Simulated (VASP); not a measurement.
# SrO (P1) in VASP: single point with PBE

Aim: the single point of SrO with PBE.

All numbers are computed with VASP 6.6.1; they aren't measurements. Logs are shortened: lines on timing, memory, paths and dates and some standing lists are left out, and cuts for length are marked.

## 1. The cell of the first run

The typed cell holds 2 atoms: a = 3.393 Å, b = 3.393 Å, c = 3.393 Å, α = 60.00°, β = 60.00°, γ = 60.00°.

## 2. Single point, PBE

File INCAR:

```
PREC = Accurate
ENCUT = 600
EDIFF = 1E-6
ISMEAR = 0
SIGMA = 0.01
LREAL = F
LASPH = T
NELM = 120
ALGO = Normal
ISIF = 2
LWAVE = F
LCHARG = T
GGA = PE
LELF = T
LVHAR = T
NBANDS = 15
GGA_COMPAT = F
```

File KPOINTS:

```
regular mesh
0
Gamma
  2 2 2
```

File POSCAR:

```
SrO
1.0
    0.0000000000      2.3994000000      2.3994000000
    2.3994000000      0.0000000000      2.3994000000
    2.3994000000      2.3994000000      0.0000000000
Sr O
1 1
Direct
    0.0000000000      0.0000000000      0.0000000000
    0.5365153000      0.4535898400      0.5474618000
```

Potentials or basis: VASP PAW PBE potentials, release 64 (Sr_sv, O).

Run with:

```console
cat potpaw_PBE.64/Sr_sv/POTCAR potpaw_PBE.64/O/POTCAR > POTCAR
mpirun -np 1 vasp_std > vasp.out
```

OUTCAR:

```text
PREC = Accurate
   ENCUT = 600
   EDIFF = 1E-6
   ISMEAR = 0
   LREAL = F
   LASPH = T
   NELM = 120
   ISIF = 2
   GGA = PE

 ion  position               nearest neighbor table
   1  0.000  0.000  0.000-   2 2.20   2 2.38   2 2.41   2 2.41   2 2.43   2 2.60
   2  0.537  0.454  0.547-   1 2.20   1 2.38   1 2.41   1 2.41   1 2.43   1 2.60

  LATTYP: Found a face centered cubic cell.
 ALAT       =     4.7988000000

  Lattice vectors:

 A1 = (   0.0000000000,   2.3994000000,   2.3994000000)
 A2 = (   2.3994000000,   0.0000000000,   2.3994000000)
 A3 = (   2.3994000000,   2.3994000000,   0.0000000000)

Analysis of symmetry for initial positions (statically):
=====================================================================
 Subroutine PRICEL returns:
 Original cell was already a primitive cell.

 Routine SETGRP: Setting up the symmetry group for a
 face centered cubic supercell.

 Subroutine GETGRP returns: Found  1 space group operations
 (whereof  1 operations were pure point group operations)
 out of a pool of 48 trial point group operations.

The static configuration has the point symmetry C_1 .

Analysis of symmetry for dynamics (positions and initial velocities):
=====================================================================
 Subroutine PRICEL returns:
 Original cell was already a primitive cell.

 Routine SETGRP: Setting up the symmetry group for a
 face centered cubic supercell.

 Subroutine GETGRP returns: Found  1 space group operations
 (whereof  1 operations were pure point group operations)
 out of a pool of 48 trial point group operations.

The dynamic configuration has the point symmetry C_1 .

 Subroutine INISYM returns: Found  1 space group operations
 (whereof  1 operations are pure point group operations),
 and found     1 'primitive' translations

----------------------------------------------------------------------------------------

                                     Primitive cell

  volume of cell :      27.6273

  direct lattice vectors                    reciprocal lattice vectors
     0.000000000  2.399400000  2.399400000    -0.208385430  0.208385430  0.208385430
     2.399400000  0.000000000  2.399400000     0.208385430 -0.208385430  0.208385430
     2.399400000  2.399400000  0.000000000     0.208385430  0.208385430 -0.208385430

  length of vectors
     3.393264022  3.393264022  3.393264022     0.360934152  0.360934152  0.360934152
[... 72 lines left out ...]
   POTIM  = 0.5000    time-step for ionic-motion
   TEBEG  =    0.0;   TEEND  =   0.0 temperature during run
   PSTRESS=    0.0 pullay stress
   NELECT =      16.0000    total number of electrons
   NUPDOWN=      -1.0000    fix difference up-down
   EMIN   =  10.00;   EMAX   =-10.00  energy-range for DOS
   EFERMI =   0.00;   METHOD = LEGACY
   ISMEAR =     0;   SIGMA  =   0.01  broadening in eV -4-tet -1-fermi 0-gaus
   EFERMI_NEDOS =   21; number of points for ismear=-14 and -15
   IALGO  =     38    algorithm
   IMIX   =      4    mixing-type and parameters
     AMIX     =   0.40;   BMIX     =  1.00
     AMIX_MAG =   1.60;   BMIX_MAG =  1.00
  volume/ion in A,a.u.               =      13.81        93.22
  Fermi-wavevector in a.u.,A,eV,Ry     =   1.364590  2.578701 25.335487  1.862106
  Thomas-Fermi vector in A             =   2.490892
   LORBIT       =      0    0 simple, 1 ext, 2 COOP (PROOUT), +10 PAW based schemes
   GGA     = PE    functional components
   LHFCALC =     F    Hartree Fock is set to
   AEXX    =    0.0000 exact exchange contribution
   IVDW    =     0    specifies the selected vdW correction
   LEPSILON=     F    determine dielectric tensor
   LRPA    =     F    only Hartree local field effects (RPA)
 non-spin polarized calculation
 Gauss-broadening in eV      SIGMA  =   0.01
  energy-cutoff  :      600.00
  volume of cell :       27.63
 maximum number of plane-waves:       941
 NGX is ok and might be reduce to    28
   NGX = 13   NGY = 13   NGZ = 13

 number of electron      16.0000000 magnetization

 Free energy of the ion-electron system (eV)
  ---------------------------------------------------
  ext. energy  EPLUGINS =         0.00000000
  ---------------------------------------------------
  free energy    TOTEN  =       -11.15554040 eV

  energy without entropy =      -11.15554040  energy(sigma->0) =      -11.15554040

 E-fermi :   3.1950     XC(G=0): -11.0291

 val. band max:        3.0907053364   @ k =   0.5000   0.0000   0.5000
 cond. band min:       5.8170888769   @ k =   0.5000   0.0000   0.5000
 fundamental gap:      2.7263835405
 Fermi energy:         3.1949914613

 k-point     1 :       0.0000    0.0000    0.0000
  band No.  band energies     occupation
      1     -29.0689      2.00000
      2     -12.5812      2.00000
      3     -10.3614      2.00000
      4     -10.3600      2.00000
      5     -10.2664      2.00000
      6       2.6813      2.00000
      7       2.6819      2.00000
      8       2.7945      2.00000
      9       8.4069      0.00000
     10       9.3919      0.00000
     11       9.6304      0.00000
     12       9.6324      0.00000
     13      12.0577      0.00000
     14      12.4199      0.00000
[... 113 lines left out ...]
      2     -13.3975      2.00000
      3     -11.4026      2.00000
      4     -11.0623      2.00000
      5     -11.0519      2.00000
      6       2.9610      2.00000
      7       2.9694      2.00000
      8       3.0907      2.00000
      9       5.8171      0.00000
     10      12.0029      0.00000
     11      14.3694      0.00000
     12      14.9421      0.00000
     13      15.5940      0.00000
     14      15.5952      0.00000
     15      20.1955      0.00000

------------------------ aborting loop because EDIFF is reached ----------------------------------------

  FORCE on cell =-STRESS in cart. coord.  units (eV):
  Direction    XX          YY          ZZ          XY          YZ          ZX
  --------------------------------------------------------------------------------------
  -------------------------------------------------------------------------------------
  Total        5.3675516      7.8530323      5.4056604     -0.0010970      0.0105644      0.0000670
  in kB      311.2783039    455.4178088    313.4883306     -0.0636175      0.6126574      0.0038842
  external PRESSURE =     360.0614811 kB  Pullay stress =       0.0000000 kB

 VOLUME and BASIS-vectors are now :
 -----------------------------------------------------------------------------
  energy-cutoff  :      600.00
  volume of cell :       27.63
      direct lattice vectors                 reciprocal lattice vectors
     0.000000000  2.399400000  2.399400000    -0.208385430  0.208385430  0.208385430
     2.399400000  0.000000000  2.399400000     0.208385430 -0.208385430  0.208385430
     2.399400000  2.399400000  0.000000000     0.208385430  0.208385430 -0.208385430

 POSITION                                       TOTAL-FORCE (eV/Angst)
 -----------------------------------------------------------------------------------
      0.00000      0.00000      0.00000        -0.003913      0.424754      0.035600
      2.40192      2.60089      2.37566         0.003913     -0.424754     -0.035600
 -----------------------------------------------------------------------------------
    total drift:                                0.000012     -0.000071      0.000065

  FREE ENERGIE OF THE ION-ELECTRON SYSTEM (eV)
  ---------------------------------------------------
  free  energy   TOTEN  =       -11.1555403962 eV

  energy  without entropy=      -11.1555403962  energy(sigma->0) =      -11.15554040
```

stdout:

```text
POSCAR found type information on POSCAR SrO
 POSCAR found :  2 types and       2 ions
 scaLAPACK will be used
 LDA part: xc-table for (Slater+PW92), standard interpolation
 POSCAR, INCAR and KPOINTS ok, starting setup
 FFT: planning ... GRIDC
 FFT: planning ... GRID_SOFT
 FFT: planning ... GRID
 WAVECAR not read
 entering main loop
```

It took 14 s on 1 thread of AMD EPYC 7R13, shared host; peak memory 0.12 GiB.

What came out:

| Quantity | Value |
| --- | --- |
| Free energy | -11.1555 eV |
| Pressure | 36.0 GPa |
| Largest force | 0.426 eV/Å |
| Band gap on the k mesh | 2.73 eV, direct |

Forces in eV/Å, atoms in the order of the input:
```
Sr  -0.004  0.425  0.036
O    0.004 -0.425 -0.036
```

Stress tensor (GPa, compression positive):
```
31.13 -0.01  0.00
-0.01 45.54  0.06
 0.00  0.06 31.35
```

Levels at points of the mesh, in eV from the valence-band top:
```
           k point  band 4  band 5  band 6  band 7  band 8  band 9  band 10  band 11  band 12  band 13
(0.00, 0.00, 0.00)  -13.45  -13.36   -0.41   -0.41   -0.30    5.32     6.30     6.54     6.54     8.97
(0.50, 0.00, 0.00)  -13.59  -11.96   -2.81   -1.85   -1.76    7.12     9.21     9.78    10.31    13.27
(0.00, 0.50, 0.00)  -13.59  -11.98   -2.82   -1.87   -1.78    7.13     9.32     9.82    10.29    13.28
(0.00, 0.00, 0.50)  -13.59  -11.99   -2.82   -1.87   -1.78    7.13     9.33     9.83    10.29    13.28
(0.50, 0.50, 0.50)  -13.59  -11.96   -2.82   -1.85   -1.76    7.12     9.22     9.78    10.31    13.27
(0.50, 0.50, 0.00)  -14.13  -13.86   -0.59   -0.18   -0.05    3.27     9.04    11.36    12.12    12.50
(0.00, 0.50, 0.50)  -14.13  -13.86   -0.59   -0.18   -0.06    3.28     9.04    11.36    12.13    12.50
(0.50, 0.00, 0.50)  -14.15  -14.14   -0.13   -0.12    0.00    2.73     8.91    11.28    11.85    12.50
```

Caveat: the k points lie up to 1.13 Å⁻¹ apart.
